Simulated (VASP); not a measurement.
# HfO2: single point with LDA

HfO2:

```
Hf O
1.0
     0.00000    2.50054    2.50054
     2.50054    0.00000    2.50054
     2.50054    2.50054    0.00000
Hf O
1 2
Direct
  0.00000 0.00000 0.00000
  0.25000 0.25000 0.25000
  0.75000 0.75000 0.75000
```

```
Program                : VASP 6.6.1
Task                   : single point
Functional             : LDA
Potentials or basis    : VASP PAW LDA potentials, release 64 (Hf_pv, O)
Cutoff                 : 600 eV
k mesh                 : 6 × 6 × 6
Occupations            : gaussian, width 0.1 eV
Spin                   : no spin polarisation
Dipole correction      : no
Further INCAR settings : ALGO = Normal; EDIFF = 1e-06; NBANDS = 18
```

The pressure is -3.5 GPa and the band gap on the k mesh is 3.70 eV.

Levels at points of the mesh, in eV from the valence-band top:
| k point | band 9 | band 10 | band 11 | band 12 | band 13 | band 14 |
| --- | --- | --- | --- | --- | --- | --- |
| (0.00, 0.00, 0.00) | -0.63 | -0.63 | -0.63 | 3.78 | 3.78 | 6.02 |
| (0.50, 0.00, 0.00) | -2.85 | -1.89 | -1.89 | 4.58 | 4.58 | 7.33 |
| (0.50, 0.50, 0.00) | -1.62 | -1.62 | 0.00 | 3.70 | 5.55 | 6.98 |

Run time: 9.1 s on 1 thread of Intel(R) Xeon(R) Platinum 8375C CPU @ 2.90GHz (Ice Lake), on a shared host, peak memory 0.15 GiB.

Caveat: the cell stands under tension; spin-orbit coupling is left out, which moves the levels of the heavy elements. Expect the measured gap to be larger: semilocal functionals such as LDA lack the derivative discontinuity.
